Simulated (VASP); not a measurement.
# As in VASP: notebook

As is run at these levels: PBEsol; tasks: electric field gradients.

All numbers are computed with VASP 6.6.1; they aren't measurements. Logs are shortened: lines on timing, memory, paths and dates and some standing lists are left out, and cuts for length are marked.

### 1 The cell of the first run

The structure is trigonal, space group R-3m (No. 166). The conventional cell has a = 3.762 Å, b = 3.762 Å, c = 10.542 Å, α = 90.00°, β = 90.00°, γ = 120.00°. As (site symmetry 3m) has 6 As at 2.51 to 3.14 Å within 3.3 Å.

### 2 Electric field gradients, PBEsol

INCAR reads:

```
PREC = Accurate
ENCUT = 520
EDIFF = 1E-8
ISMEAR = -1
SIGMA = 0.05
LREAL = False
LASPH = True
NELM = 80
ALGO = Normal
ISIF = 2
LWAVE = False
LCHARG = False
GGA = PS
LEFG = True
NBANDS = 12
```

KPOINTS reads:

```
Automatic mesh
0
Gamma
  10 10 10
```

POSCAR reads:

```
As
1.0
    1.8807968987      1.0858785957      3.5140619945
   -1.8807968987      1.0858785957      3.5140619945
    0.0000000000     -2.1717571915      3.5140619945
As
2
Direct
    0.7740000000      0.7740000000      0.7740000000
    0.2260000000      0.2260000000      0.2260000000
```

Potentials or basis: VASP PAW PBE potentials, release 64 (As).

Run with:

```console
cat potpaw_PBE.64/As/POTCAR > POTCAR
mpirun -np 1 vasp_std > vasp.out
```

OUTCAR:

```text
PREC = Accurate
   ENCUT = 520
   EDIFF = 1E-8
   ISMEAR = -1
   LREAL = False
   LASPH = True
   NELM = 80
   ISIF = 2
   GGA = PS

 ion  position               nearest neighbor table
   1  0.774  0.774  0.774-   2 2.51   2 2.51   2 2.51
   2  0.226  0.226  0.226-   1 2.51   1 2.51   1 2.51

  LATTYP: Found a trigonal (rhomboedric) cell.
 ALAT       =     4.1310000000
 COS(alpha) =     0.5854247172

  Lattice vectors:

 A1 = (   1.8807968987,   1.0858785957,   3.5140619945)
 A2 = (  -1.8807968987,   1.0858785957,   3.5140619945)
 A3 = (   0.0000000000,  -2.1717571915,   3.5140619945)

Analysis of symmetry for initial positions (statically):
=====================================================================
 Subroutine PRICEL returns:
 Original cell was already a primitive cell.

 Routine SETGRP: Setting up the symmetry group for a
 trigonal (rhombohedral) supercell.

 Subroutine GETGRP returns: Found 12 space group operations
 (whereof 12 operations were pure point group operations)
 out of a pool of 12 trial point group operations.

The static configuration has the point symmetry D_3d.

Analysis of symmetry for dynamics (positions and initial velocities):
=====================================================================
 Subroutine PRICEL returns:
 Original cell was already a primitive cell.

 Routine SETGRP: Setting up the symmetry group for a
 trigonal (rhombohedral) supercell.

 Subroutine GETGRP returns: Found 12 space group operations
 (whereof 12 operations were pure point group operations)
 out of a pool of 12 trial point group operations.

The dynamic configuration has the point symmetry D_3d.

 Subroutine INISYM returns: Found 12 space group operations
 (whereof 12 operations are pure point group operations),
 and found     1 'primitive' translations

----------------------------------------------------------------------------------------

                                     Primitive cell

  volume of cell :      43.0610

  direct lattice vectors                    reciprocal lattice vectors
     1.880796899  1.085878596  3.514061995     0.265844760  0.153485544  0.094856987
    -1.880796899  1.085878596  3.514061995    -0.265844760  0.153485544  0.094856987
     0.000000000 -2.171757191  3.514061995     0.000000000 -0.306971087  0.094856987

  length of vectors
     4.131000000  4.131000000  4.131000000     0.321292852  0.321292852  0.321292852

  position of ions in fractional coordinates (direct lattice)
     0.774000000  0.774000000  0.774000000
     0.226000000  0.226000000  0.226000000

  ion indices of the primitive-cell ions
   primitive index   ion index
                 1           1
                 2           2

----------------------------------------------------------------------------------------

 KPOINTS: Automatic mesh

Automatic generation of k-mesh.
 Grid dimensions read from file:
 generate k-points for:   10   10   10

 Generating k-lattice:

  Cartesian coordinates                     Fractional coordinates (reciprocal lattice)
     0.026584476  0.015348554  0.009485699     0.100000000  0.000000000 -0.000000000
    -0.026584476  0.015348554  0.009485699     0.000000000  0.100000000 -0.000000000
     0.000000000 -0.030697109  0.009485699    -0.000000000 -0.000000000  0.100000000

  Length of vectors
     0.032129285  0.032129285  0.032129285

  Shift w.r.t. Gamma in fractional coordinates (k-lattice)
     0.000000000  0.000000000  0.000000000

 Subroutine IBZKPT returns following result:
 ===========================================

 Found    116 irreducible k-points:

 Following reciprocal coordinates:
            Coordinates               Weight
  0.000000  0.000000  0.000000      1.000000
  0.100000  0.000000  0.000000      6.000000
  0.200000  0.000000  0.000000      6.000000
  0.300000  0.000000  0.000000      6.000000
  0.400000  0.000000  0.000000      6.000000
  0.500000  0.000000 -0.000000      3.000000
[... 16 lines left out ...]
  0.300000  0.300000 -0.000000      6.000000
  0.400000  0.300000 -0.000000     12.000000
 [... further k-points ...]
   k-points           NKPTS =    116   k-points in BZ     NKDIM =    116   number of bands    NBANDS=     12
   number of dos      NEDOS =    301   number of ions     NIONS =      2
   total plane-waves  NPLWV =  32768
   dimension x,y,z NGX =    32 NGY =   32 NGZ =   32
   dimension x,y,z NGXF=    64 NGYF=   64 NGZF=   64
   ions per type =               2
   NGX,Y,Z   is equivalent  to a cutoff of  12.88, 12.88, 12.88 a.u.
   NGXF,Y,Z  is equivalent  to a cutoff of  25.76, 25.76, 25.76 a.u.
 SYSTEM =  unknown system
   PREC   = accura    normal or accurate (medium, high low for compatibility)
   ISTART =      0    job   : 0-new  1-cont  2-samecut
   ICHARG =      2    charge: 1-file 2-atom 10-const
   ISPIN  =      1    spin polarized calculation?
   LNONCOLLINEAR =      F non collinear calculations
   LSORBIT =      F    spin-orbit coupling
   LASPH  =      T    aspherical Exc in radial PAW
   ENCUT  =  520.0 eV  38.22 Ry    6.18 a.u.   7.68  7.68  7.68*2*pi/ulx,y,z
   NELM   =     80;   NELMIN=  2; NELMDL= -5     # of ELM steps
   EDIFF  = 0.1E-07   stopping-criterion for ELM
   LREAL  =      F    real-space projection
   EDIFFG = 0.1E-06   stopping-criterion for IOM
   NSW    =      0    number of steps for IOM
   IBRION =     -1    ionic relax: 0-MD 1-quasi-New 2-CG
   NFREE  =      0    steps in history (QN), initial steepest desc. (CG)
   ISIF   =      2    stress and relaxation
   ISYM   =      2    0-nonsym 1-usesym 2-fastsym
   POTIM  = 0.5000    time-step for ionic-motion
   TEBEG  =    0.0;   TEEND  =   0.0 temperature during run
   PSTRESS=    0.0 pullay stress
   NELECT =      10.0000    total number of electrons
   NUPDOWN=      -1.0000    fix difference up-down
   EMIN   =  10.00;   EMAX   =-10.00  energy-range for DOS
   EFERMI =   0.00;   METHOD = LEGACY
   ISMEAR =    -1;   SIGMA  =   0.05  broadening in eV -4-tet -1-fermi 0-gaus
   EFERMI_NEDOS =   21; number of points for ismear=-14 and -15
   IALGO  =     38    algorithm
   IMIX   =      4    mixing-type and parameters
     AMIX     =   0.40;   BMIX     =  1.00
     AMIX_MAG =   1.60;   BMIX_MAG =  1.00
  volume/ion in A,a.u.               =      21.53       145.29
  Fermi-wavevector in a.u.,A,eV,Ry     =   1.006268  1.901570 13.776916  1.012575
  Thomas-Fermi vector in A             =   2.138999
   LORBIT       =      0    0 simple, 1 ext, 2 COOP (PROOUT), +10 PAW based schemes
   GGA     = PS    functional components
   LHFCALC =     F    Hartree Fock is set to
   AEXX    =    0.0000 exact exchange contribution
   IVDW    =     0    specifies the selected vdW correction
   LEPSILON=     F    determine dielectric tensor
   LRPA    =     F    only Hartree local field effects (RPA)
 non-spin polarized calculation
  energy-cutoff  :      520.00
  volume of cell :       43.06
 maximum number of plane-waves:      1170
   NGX = 15   NGY = 15   NGZ = 15

 number of electron      10.0000000 magnetization

 Free energy of the ion-electron system (eV)
  ---------------------------------------------------
  ext. energy  EPLUGINS =         0.00000000
  ---------------------------------------------------
  free energy    TOTEN  =       -10.19980139 eV

  energy without entropy =      -10.19797026  energy(sigma->0) =      -10.19888583

 E-fermi :   5.3712     XC(G=0): -10.1052

 val. band max:        5.3220941456   @ k =   0.4000   0.1000   0.1000
 cond. band min:       5.3779451565   @ k =   0.4000   0.2000   0.2000
 fundamental gap:      0.0558510109
 Fermi energy:         5.3712393521

 k-point     1 :       0.0000    0.0000    0.0000
  band No.  band energies     occupation
      1      -9.7467      2.00000
      2      -0.4445      2.00000
      3       2.8533      2.00000
      4       3.3028      2.00000
      5       3.3028      2.00000
      6       6.8921      0.00000
      7       8.2254      0.00000
      8       8.2254      0.00000
      9      12.1662      0.00000
     10      12.1662      0.00000
     11      12.6797      0.00000
     12      14.0733      0.00000
[... 331 lines left out ...]
 k-point    24 :       0.4000    0.3000   -0.0000
  band No.  band energies     occupation
      1      -7.8280      2.00000
      2      -3.7030      2.00000
      3       0.1284      2.00000
      4       1.3791      2.00000
      5       2.1414      2.00000
      6       7.4565      0.00000
      7       9.6990      0.00000
      8       9.9681      0.00000
      9      11.0131      0.00000
     10      15.7859      0.00000
     11      15.8872      0.00000
     12      16.7735      0.00000

 [... further k-points ...]
[... 5 lines left out ...]
  --------------------------------------------------------------------------------------
  -------------------------------------------------------------------------------------
  Total        0.2716319      0.2716319      0.0256458      0.0000000     -0.0000000      0.0000000
  in kB       10.1066579     10.1066579      0.9542079      0.0000000     -0.0000000      0.0000000
  external PRESSURE =       7.0558412 kB  Pullay stress =       0.0000000 kB

 VOLUME and BASIS-vectors are now :
 -----------------------------------------------------------------------------
  energy-cutoff  :      520.00
  volume of cell :       43.06
      direct lattice vectors                 reciprocal lattice vectors
     1.880796899  1.085878596  3.514061995     0.265844760  0.153485544  0.094856987
    -1.880796899  1.085878596  3.514061995    -0.265844760  0.153485544  0.094856987
     0.000000000 -2.171757191  3.514061995     0.000000000 -0.306971087  0.094856987

 POSITION                                       TOTAL-FORCE (eV/Angst)
 -----------------------------------------------------------------------------------
      0.00000     -0.00000      8.15965         0.000000      0.000000     -0.447514
      0.00000     -0.00000      2.38253         0.000000     -0.000000      0.447514
 -----------------------------------------------------------------------------------
    total drift:                               -0.000000     -0.000000      0.000000

  FREE ENERGIE OF THE ION-ELECTRON SYSTEM (eV)
  ---------------------------------------------------
  free  energy   TOTEN  =       -10.1998013886 eV

  energy  without entropy=      -10.1979702625  energy(sigma->0) =      -10.19888583

 Electric field gradients (V/A^2)
---------------------------------------------------------------------
 ion       V_xx      V_yy      V_zz      V_xy      V_xz      V_yz
---------------------------------------------------------------------
   1      24.971    24.971   -49.941     0.000     0.000     0.000
   2      24.971    24.971   -49.941     0.000    -0.000     0.000
---------------------------------------------------------------------

 Electric field gradients after diagonalization (V/A^2)
 (convention: |V_zz| > |V_xx| > |V_yy|)
----------------------------------------------------------------------
 ion       V_xx      V_yy      V_zz     asymmetry (V_yy - V_xx)/ V_zz
----------------------------------------------------------------------
   1      24.971    24.971   -49.941       0.000
   2      24.971    24.971   -49.941       0.000
----------------------------------------------------------------------

           NMR quadrupolar parameters

 Cq : quadrupolar parameter    Cq=e*Q*V_zz/h
 eta: asymmetry parameters     (V_yy - V_xx)/ V_zz
 Q  : nuclear electric quadrupole moment in mb (millibarn)
----------------------------------------------------------------------
 ion       Cq(MHz)       eta       Q (mb)
----------------------------------------------------------------------
   1      -0.121       0.000       1.000
   2      -0.121       0.000       1.000
----------------------------------------------------------------------
```

It took 37 s on 1 thread of AMD EPYC 9R45 (Zen 5), shared host; peak memory 0.17 GiB.

What came out:

```yaml
Free_energy: -10.1998 eV
Pressure: 0.7 GPa
Largest_force: 0.448 eV/Å
Band_gap_on_the_k_mesh: zero (bands 5 and 6 overlap by 0.42 eV)
Largest_electric_field_gradient_by_atom: As -49.9 V/Å²
```

Forces in eV/Å, atoms in the order of the input:
```
As   0.000  0.000 -0.448
As   0.000  0.000  0.448
```

Stress tensor (GPa, compression positive):
```
1.01 0.00 0.00
0.00 1.01 0.00
0.00 0.00 0.10
```

Electric field gradients, principal values (V/Å²):
```tsv
atom	least	middle	greatest (by size)
1 As	24.971	24.971	-49.941
2 As	24.971	24.971	-49.941
```

Caveat: without QUAD_EFG the Cq values of the log hold for a quadrupole moment of 1 mb, not for the nuclei; the PAW data sets were made with another functional, which shifts forces and pressure a little.

(Continued in part 2 of 2.)
